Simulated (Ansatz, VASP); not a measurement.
Two plane-wave programs on Ta3TeH2

INCAR

```
  ALGO = Normal
  EDIFF = 1E-6
  ENCUT = 520
  GGA = PE
  ISIF = 2
  ISMEAR = 0
  LASPH = T
  LCHARG = F
  LREAL = F
  LWAVE = F
  NBANDS = 30
  NELM = 60
  PREC = Accurate
  SIGMA = 0.1
```

Contents of KPOINTS:

```
k-points
0
Gamma
  6 6 2
```

The input POSCAR:

```
Ta3TeH2
1.0
    3.5035124800      0.0000000000      0.0000000000
   -1.7517562400      3.0341308100      0.0000000000
    0.0000000000      0.0000000000      8.5351644500
Ta Te H
3 1 2
Direct
    0.6666666700      0.3333333300      0.7434741700
    0.0000000000      0.0000000000      0.0000000000
    0.3333333300      0.6666666700      0.2565258300
    0.0000000000      0.0000000000      0.5000000000
    0.3333333300      0.6666666700      0.8717370900
    0.6666666700      0.3333333300      0.1282629100
```

Input for Ansatz:

```yaml
crystal:
  lattice:
    - [3.50351248, 0.0, 0.0]
    - [-1.75175624, 3.03413081, 0.0]
    - [0.0, 0.0, 8.53516445]
  atoms:
    - { symbol: Ta, position: [0.66666667, 0.33333333, 0.74347417] }
    - { symbol: Ta, position: [0.0, 0.0, 0.0] }
    - { symbol: Ta, position: [0.33333333, 0.66666667, 0.25652583] }
    - { symbol: Te, position: [0.0, 0.0, 0.5] }
    - { symbol: H, position: [0.33333333, 0.66666667, 0.87173709] }
    - { symbol: H, position: [0.66666667, 0.33333333, 0.12826291] }
basis:
  ecutwfc: 420
kpoints:
  mp_grid: { grid: [6, 6, 2] }
hamiltonian:
  xc: pbe
scf:
  occupations: { method: gaussian, width: 0.1 }
  lower_state_search: "off"
output:
  forces: true
  stress: true
  eigenvalues: true
```

Alike in both runs: task single point; functional PBE; k mesh 6 × 6 × 2; occupations gaussian, width 0.1 eV; no spin polarisation.

|  | VASP | Ansatz |
| --- | --- | --- |
| version | VASP 6.6.1 | Ansatz 0.2.0 |
| potentials or method | VASP PAW PBE potentials, release 64 (Ta_pv, Te, H), cutoff 520 eV | scalar-relativistic, plane waves, PAW |
| valence electrons in the cell | 41 | 57 |

VASP gave:

- gap on the k mesh at the Fermi level (eV): none
- pressure (GPa): -11.4
- traceless stress, the component that is largest in VASP (GPa): 7.32
- rms of the force components (eV/Å): 0.381

What did Ansatz give for the same quantities?

gap on the k mesh at the Fermi level (eV): none; pressure (GPa): -11.4; traceless stress, the component that is largest in VASP (GPa): 7.35; rms of the force components (eV/Å): 0.378.

Atom by atom the forces differ by 0.004 eV/Å (rms over components). A gap of «none» marks a metal or a gap that the smearing closes. VASP's potentials hold 41 valence electrons a cell and Ansatz's 57, so a difference there can come from the potentials and not from the codes.

The k mesh is coarse, so the values compare programs but aren't converged. Spin-orbit coupling is off throughout.
